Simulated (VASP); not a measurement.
# ZnS (P3m1) in VASP: electric field gradients with PBE

Aim: the electric field gradients of ZnS with PBE.

All numbers are computed with VASP 6.6.1; they aren't measurements. Logs are shortened: lines on timing, memory, paths and dates and some standing lists are left out, and cuts for length are marked.

**1. The cell of the first run**

Symmetry: P3m1, No. 156, trigonal system. The conventional cell has a = 3.808 Å, b = 3.808 Å, c = 43.625 Å, α = 90.00°, β = 90.00°, γ = 120.00°. Within 3.1 Å of Zn (site symmetry 3m) lie 4 S at 2.33 Å. Zn (site symmetry 3m) has 4 S at 2.33 Å within 3.1 Å. Within 3.1 Å of Zn (site symmetry 3m) lie 4 S at 2.33 Å. Within 3.1 Å of Zn (site symmetry 3m) lie 4 S at 2.33 Å. Within 3.1 Å of Zn (site symmetry 3m) lie 4 S at 2.33 to 2.34 Å. Zn (site symmetry 3m) has 4 S at 2.33 to 2.34 Å within 3.1 Å. Zn (site symmetry 3m) has 4 S at 2.33 Å within 3.1 Å. Within 3.1 Å of Zn (site symmetry 3m) lie 4 S at 2.33 Å.

**2. Electric field gradients, PBE**

Input file INCAR:

```
  PREC = Accurate
  ENCUT = 520
  EDIFF = 1E-8
  ISMEAR = -1
  SIGMA = 0.02
  LREAL = Auto
  LASPH = True
  NELM = 100
  ALGO = Normal
  ISIF = 2
  LWAVE = False
  LCHARG = False
  GGA = PE
  LEFG = True
  NBANDS = 146
```

Input file KPOINTS:

```
regular mesh
0
Gamma
  8 8 1
```

Input file POSCAR:

```
ZnS
1.0
    3.8083171437      0.0000000000      0.0000000000
   -1.9041585718      3.2980993921      0.0000000000
    0.0000000000      0.0000000000     43.6251415000
Zn S
14 14
Direct
    0.0000000000      0.0000000000      0.1428991200
    0.6666666667      0.3333333333      0.0714804500
    0.0000000000      0.0000000000      0.5714154500
    0.3333333333      0.6666666667      0.2143217000
    0.3333333333      0.6666666667      0.7857332600
    0.6666666667      0.3333333333      0.6428990600
    0.6666666667      0.3333333333      0.4286660900
    0.0000000000      0.0000000000      0.8572013900
    0.6666666667      0.3333333333      0.9286019000
    0.0000000000      0.0000000000      0.7143563700
    0.6666666667      0.3333333333      0.2857094200
    0.0000000000      0.0000000000      0.3571828100
    0.3333333333      0.6666666667      0.0000256600
    0.3333333333      0.6666666667      0.5000280300
    0.3333333333      0.6666666667      0.5535239300
    0.6666666667      0.3333333333      0.4821316100
    0.0000000000      0.0000000000      0.1964006300
    0.6666666667      0.3333333333      0.3391892100
    0.0000000000      0.0000000000      0.9106885300
    0.3333333333      0.6666666667      0.8392959900
    0.0000000000      0.0000000000      0.7677829700
    0.3333333333      0.6666666667      0.2678197700
    0.6666666667      0.3333333333      0.6964519700
    0.0000000000      0.0000000000      0.4107399500
    0.3333333333      0.6666666667      0.0535846700
    0.0000000000      0.0000000000      0.6248979900
    0.6666666667      0.3333333333      0.9820625500
    0.6666666667      0.3333333333      0.1249665000
```

Potentials or basis: VASP PAW PBE potentials, release 64 (Zn, S).

Run with:

```
$ cat potpaw_PBE.64/Zn/POTCAR potpaw_PBE.64/S/POTCAR > POTCAR
$ mpirun -np 1 vasp_std > vasp.out
```

OUTCAR:

```text
PREC = Accurate
   ENCUT = 520
   EDIFF = 1E-8
   ISMEAR = -1
   LREAL = Auto
   LASPH = True
   NELM = 100
   ISIF = 2
   GGA = PE

 ion  position               nearest neighbor table
   1  0.000  0.000  0.143-  28 2.33  28 2.33  28 2.33  17 2.33
   2  0.667  0.333  0.071-  25 2.33  25 2.33  25 2.33  28 2.33
   3  0.000  0.000  0.571-  15 2.33  15 2.33  15 2.33  26 2.33
   4  0.333  0.667  0.214-  17 2.33  17 2.33  17 2.33  22 2.33
   5  0.333  0.667  0.786-  21 2.33  21 2.33  21 2.33  20 2.34
   6  0.667  0.333  0.643-  26 2.33  26 2.33  26 2.33  23 2.34
[... 20 lines left out ...]
  27  0.667  0.333  0.982-   9 2.33  13 2.33  13 2.33  13 2.33
  28  0.667  0.333  0.125-   2 2.33   1 2.33   1 2.33   1 2.33

  LATTYP: Found a hexagonal cell.
 ALAT       =     3.8083171437
 C/A-ratio  =    11.4552280847

  Lattice vectors:

 A1 = (   3.8083171437,   0.0000000000,   0.0000000000)
 A2 = (  -1.9041585718,   3.2980993921,   0.0000000000)
 A3 = (   0.0000000000,   0.0000000000,  43.6251415000)

Analysis of symmetry for initial positions (statically):
=====================================================================
 Subroutine PRICEL returns:
 Original cell was already a primitive cell.

 Routine SETGRP: Setting up the symmetry group for a
 hexagonal supercell.

 Subroutine GETGRP returns: Found  6 space group operations
 (whereof  6 operations were pure point group operations)
 out of a pool of 24 trial point group operations.

The static configuration has the point symmetry C_3v.

Analysis of symmetry for dynamics (positions and initial velocities):
=====================================================================
 Subroutine PRICEL returns:
 Original cell was already a primitive cell.

 Routine SETGRP: Setting up the symmetry group for a
 hexagonal supercell.

 Subroutine GETGRP returns: Found  6 space group operations
 (whereof  6 operations were pure point group operations)
 out of a pool of 24 trial point group operations.

The dynamic configuration has the point symmetry C_3v.

 Subroutine INISYM returns: Found  6 space group operations
 (whereof  6 operations are pure point group operations),
 and found     1 'primitive' translations

----------------------------------------------------------------------------------------

                                     Primitive cell

  volume of cell :     547.9409

  direct lattice vectors                    reciprocal lattice vectors
     3.808317144  0.000000000  0.000000000     0.262583173  0.151602466  0.000000000
    -1.904158572  3.298099392  0.000000000     0.000000000  0.303204931  0.000000000
     0.000000000  0.000000000 43.625141500     0.000000000  0.000000000  0.022922562

  length of vectors
     3.808317144  3.808317144 43.625141500     0.303204931  0.303204931  0.022922562

  position of ions in fractional coordinates (direct lattice)
     0.000000000  0.000000000  0.142899120
     0.666666667  0.333333333  0.071480450
     0.000000000  0.000000000  0.571415450
     0.333333333  0.666666667  0.214321700
     0.333333333  0.666666667  0.785733260
     0.666666667  0.333333333  0.642899060
[... 20 lines left out ...]
     0.666666667  0.333333333  0.982062550
     0.666666667  0.333333333  0.124966500

  ion indices of the primitive-cell ions
   primitive index   ion index
                 1           1
                 2           2
                 3           3
                 4           4
                 5           5
                 6           6
[... 20 lines left out ...]
                27          27
                28          28

----------------------------------------------------------------------------------------

 KPOINTS: regular mesh

Automatic generation of k-mesh.
 Grid dimensions read from file:
 generate k-points for:    8    8    1

 Generating k-lattice:

  Cartesian coordinates                     Fractional coordinates (reciprocal lattice)
     0.032822897  0.018950308  0.000000000     0.125000000  0.000000000  0.000000000
     0.000000000  0.037900616  0.000000000     0.000000000  0.125000000  0.000000000
[... 30 lines left out ...]
   ions per type =              14  14
   NGX,Y,Z   is equivalent  to a cutoff of  12.22, 12.22, 12.35 a.u.
   NGXF,Y,Z  is equivalent  to a cutoff of  24.45, 24.45, 24.69 a.u.
 SYSTEM =  unknown system
   PREC   = accura    normal or accurate (medium, high low for compatibility)
   ISTART =      0    job   : 0-new  1-cont  2-samecut
   ICHARG =      2    charge: 1-file 2-atom 10-const
   ISPIN  =      1    spin polarized calculation?
   LNONCOLLINEAR =      F non collinear calculations
   LSORBIT =      F    spin-orbit coupling
   LASPH  =      T    aspherical Exc in radial PAW
   ENCUT  =  520.0 eV  38.22 Ry    6.18 a.u.   7.08  7.08 81.11*2*pi/ulx,y,z
   NELM   =    100;   NELMIN=  2; NELMDL= -5     # of ELM steps
   EDIFF  = 0.1E-07   stopping-criterion for ELM
   LREAL  =      T    real-space projection
   EDIFFG = 0.1E-06   stopping-criterion for IOM
   NSW    =      0    number of steps for IOM
   IBRION =     -1    ionic relax: 0-MD 1-quasi-New 2-CG
   NFREE  =      0    steps in history (QN), initial steepest desc. (CG)
   ISIF   =      2    stress and relaxation
   ISYM   =      2    0-nonsym 1-usesym 2-fastsym
   POTIM  = 0.5000    time-step for ionic-motion
   TEBEG  =    0.0;   TEEND  =   0.0 temperature during run
   PSTRESS=    0.0 pullay stress
   NELECT =     252.0000    total number of electrons
   NUPDOWN=      -1.0000    fix difference up-down
   EMIN   =  10.00;   EMAX   =-10.00  energy-range for DOS
   EFERMI =   0.00;   METHOD = LEGACY
   ISMEAR =    -1;   SIGMA  =   0.02  broadening in eV -4-tet -1-fermi 0-gaus
   EFERMI_NEDOS =   21; number of points for ismear=-14 and -15
   IALGO  =     38    algorithm
   IMIX   =      4    mixing-type and parameters
     AMIX     =   0.40;   BMIX     =  1.00
     AMIX_MAG =   1.60;   BMIX_MAG =  1.00
  volume/ion in A,a.u.               =      19.57       132.06
  Fermi-wavevector in a.u.,A,eV,Ry     =   1.263661  2.387972 21.726302  1.596838
  Thomas-Fermi vector in A             =   2.397006
   LORBIT       =      0    0 simple, 1 ext, 2 COOP (PROOUT), +10 PAW based schemes
   GGA     = PE    functional components
   LHFCALC =     F    Hartree Fock is set to
   AEXX    =    0.0000 exact exchange contribution
   IVDW    =     0    specifies the selected vdW correction
   LEPSILON=     F    determine dielectric tensor
   LRPA    =     F    only Hartree local field effects (RPA)
 non-spin polarized calculation
  energy-cutoff  :      520.00
  volume of cell :      547.94
 maximum number of plane-waves:     14813
   NGX = 15   NGY = 15   NGZ =163

 number of electron     252.0000013 magnetization

 Free energy of the ion-electron system (eV)
  ---------------------------------------------------
  ext. energy  EPLUGINS =         0.00000000
  ---------------------------------------------------
  free energy    TOTEN  =       -95.79000821 eV

  energy without entropy =      -95.79000821  energy(sigma->0) =      -95.79000821

 E-fermi :   2.6406     XC(G=0):  -9.6660

 val. band max:        2.1893535170   @ k =   0.0000   0.0000   0.0000
 cond. band min:       4.3564423311   @ k =   0.0000   0.0000   0.0000
 fundamental gap:      2.1670888141
 Fermi energy:         2.6405514909

 k-point     1 :       0.0000    0.0000    0.0000
  band No.  band energies     occupation
      1     -11.0175      2.00000
      2     -10.9781      2.00000
      3     -10.9773      2.00000
      4     -10.8664      2.00000
      5     -10.8613      2.00000
      6     -10.6920      2.00000
[... 1399 lines left out ...]
    137       7.2900      0.00000
    138       7.3302      0.00000
 [bands above 138 left out]

------------------------ aborting loop because EDIFF is reached ----------------------------------------

  FORCE on cell =-STRESS in cart. coord.  units (eV):
  Direction    XX          YY          ZZ          XY          YZ          ZX
  --------------------------------------------------------------------------------------
  -------------------------------------------------------------------------------------
  Total        8.0203303      8.0203303      7.9368077      0.0000000      0.0000000      0.0000000
  in kB       23.4514199     23.4514199     23.2071999      0.0000000      0.0000000      0.0000000
  external PRESSURE =      23.3700133 kB  Pullay stress =       0.0000000 kB

 VOLUME and BASIS-vectors are now :
 -----------------------------------------------------------------------------
  energy-cutoff  :      520.00
  volume of cell :      547.94
      direct lattice vectors                 reciprocal lattice vectors
     3.808317144  0.000000000  0.000000000     0.262583173  0.151602466  0.000000000
    -1.904158572  3.298099392  0.000000000     0.000000000  0.303204931  0.000000000
     0.000000000  0.000000000 43.625141500     0.000000000  0.000000000  0.022922562

 POSITION                                       TOTAL-FORCE (eV/Angst)
 -----------------------------------------------------------------------------------
      0.00000      0.00000      6.23399        -0.000000      0.000000     -0.004800
      1.90416      1.09937      3.11834         0.000000      0.000000      0.003906
      0.00000      0.00000     24.92808        -0.000000      0.000000     -0.006858
     -0.00000      2.19873      9.34981         0.000000     -0.000000     -0.004242
     -0.00000      2.19873     34.27772         0.000000     -0.000000     -0.001621
      1.90416      1.09937     28.04656         0.000000      0.000000     -0.009218
[... 20 lines left out ...]
      1.90416      1.09937     42.84262        -0.000000      0.000000      0.000251
      1.90416      1.09937      5.45168        -0.000000      0.000000      0.008113
 -----------------------------------------------------------------------------------
    total drift:                                0.000002     -0.000012     -0.004090

  FREE ENERGIE OF THE ION-ELECTRON SYSTEM (eV)
  ---------------------------------------------------
  free  energy   TOTEN  =       -95.7900082077 eV

  energy  without entropy=      -95.7900082077  energy(sigma->0) =      -95.79000821

 Electric field gradients (V/A^2)
---------------------------------------------------------------------
 ion       V_xx      V_yy      V_zz      V_xy      V_xz      V_yz
---------------------------------------------------------------------
   1      -0.024    -0.022     0.046     0.001    -0.000     0.000
   2      -0.307    -0.301     0.608     0.005     0.000    -0.000
   3      -0.079    -0.077     0.156     0.001     0.000    -0.000
   4      -0.010    -0.003     0.013     0.006     0.000    -0.000
   5       0.388     0.393    -0.781     0.005    -0.000     0.000
   6       0.489     0.495    -0.983     0.005    -0.000     0.000
[... 20 lines left out ...]
  27      -0.607    -0.607     1.214    -0.000     0.000    -0.000
  28      -0.428    -0.428     0.856    -0.000     0.000    -0.000
---------------------------------------------------------------------

 Electric field gradients after diagonalization (V/A^2)
 (convention: |V_zz| > |V_xx| > |V_yy|)
----------------------------------------------------------------------
 ion       V_xx      V_yy      V_zz     asymmetry (V_yy - V_xx)/ V_zz
----------------------------------------------------------------------
   1      -0.024    -0.022     0.046       0.059
   2      -0.309    -0.298     0.608       0.019
   3      -0.079    -0.076     0.156       0.022
   4       0.013     0.001    -0.014       0.895
   5       0.396     0.385    -0.781       0.015
   6       0.498     0.486    -0.983       0.012
[... 20 lines left out ...]
  27      -0.607    -0.606     1.214       0.001
  28      -0.429    -0.428     0.856       0.001
----------------------------------------------------------------------

           NMR quadrupolar parameters

 Cq : quadrupolar parameter    Cq=e*Q*V_zz/h
 eta: asymmetry parameters     (V_yy - V_xx)/ V_zz
 Q  : nuclear electric quadrupole moment in mb (millibarn)
----------------------------------------------------------------------
 ion       Cq(MHz)       eta       Q (mb)
----------------------------------------------------------------------
   1       0.000       0.059       1.000
   2       0.001       0.019       1.000
   3       0.000       0.022       1.000
   4      -0.000       0.895       1.000
   5      -0.002       0.015       1.000
   6      -0.002       0.012       1.000
[... 20 lines left out ...]
  27       0.003       0.001       1.000
  28       0.002       0.001       1.000
----------------------------------------------------------------------
```

Wall time 76 min (1 thread of Intel Xeon Platinum 8259CL at 2.50GHz (Skylake/Cascade Lake), shared host); peak memory 0.86 GiB.

Results:

```
Free energy                             : -95.7900 eV
Pressure                                : 2.3 GPa
Largest force                           : 0.011 eV/Å
Band gap on the k mesh                  : 2.17 eV
Largest electric field gradient by atom : Zn +0.0, +0.6, +0.2, -0.0, -0.8, -1.0, +0.3, -0.1, +0.1, -0.9 (each value once); S +0.6, +0.7, +0.8, +1.4, +2.2, +1.2, +2.3, +2.1, +0.9 (each value once) V/Å²
```

Forces on the atoms (eV/Å):
```
Zn   0.000  0.000 -0.005
Zn   0.000  0.000  0.004
Zn   0.000  0.000 -0.007
Zn   0.000  0.000 -0.004
Zn   0.000  0.000 -0.002
Zn   0.000  0.000 -0.009
Zn   0.000  0.000 -0.004
Zn   0.000  0.000  0.005
Zn   0.000  0.000 -0.011
Zn   0.000  0.000 -0.010
Zn   0.000  0.000 -0.006
Zn   0.000  0.000 -0.008
Zn   0.000  0.000 -0.004
Zn   0.000  0.000 -0.003
S    0.000  0.000 -0.002
S    0.000  0.000  0.005
S    0.000  0.000  0.006
S    0.000  0.000  0.003
S    0.000  0.000 -0.001
S    0.000  0.000  0.011
S    0.000  0.000  0.006
S    0.000  0.000  0.002
S    0.000  0.000  0.009
S    0.000  0.000  0.008
S    0.000  0.000  0.009
S    0.000  0.000  0.000
S    0.000  0.000  0.000
S    0.000  0.000  0.008
```

Levels at points of the mesh, in eV from the valence-band top:
```csv
k point,band 123,band 124,band 125,band 126,band 127,band 128,band 129,band 130
"(0.00, 0.00, 0.00)",-0.05,-0.03,0.00,0.00,2.17,2.54,2.55,3.13
"(0.50, 0.00, 0.00)",-1.04,-0.96,-0.96,-0.88,3.35,3.39,3.41,3.45
```

Electric field gradients, principal values (V/Å²):
```csv
atom,least,middle,greatest (by size)
1 Zn,-0.022,-0.024,0.046
2 Zn,-0.298,-0.309,0.608
3 Zn,-0.076,-0.079,0.156
4 Zn,0.001,0.013,-0.014
5 Zn,0.385,0.396,-0.781
6 Zn,0.486,0.498,-0.983
7 Zn,-0.163,-0.176,0.339
8 Zn,-0.281,-0.282,0.563
9 Zn,0.034,0.048,-0.082
10 Zn,-0.123,-0.124,0.247
11 Zn,-0.059,-0.072,0.131
12 Zn,0.446,0.448,-0.894
13 Zn,0.417,0.430,-0.847
14 Zn,-0.028,-0.042,0.070
15 S,-0.319,-0.320,0.639
16 S,-0.335,-0.336,0.671
17 S,-0.399,-0.400,0.800
18 S,-0.685,-0.686,1.371
19 S,-0.409,-0.410,0.819
20 S,-1.091,-1.092,2.182
21 S,-0.592,-0.593,1.184
22 S,-0.319,-0.320,0.640
23 S,-1.091,-1.092,2.184
24 S,-1.140,-1.141,2.282
25 S,-1.074,-1.075,2.149
26 S,-0.710,-0.711,1.422
27 S,-0.606,-0.607,1.214
28 S,-0.428,-0.429,0.856
```

Caveat: without QUAD_EFG the Cq values of the log hold for a quadrupole moment of 1 mb, not for the nuclei.
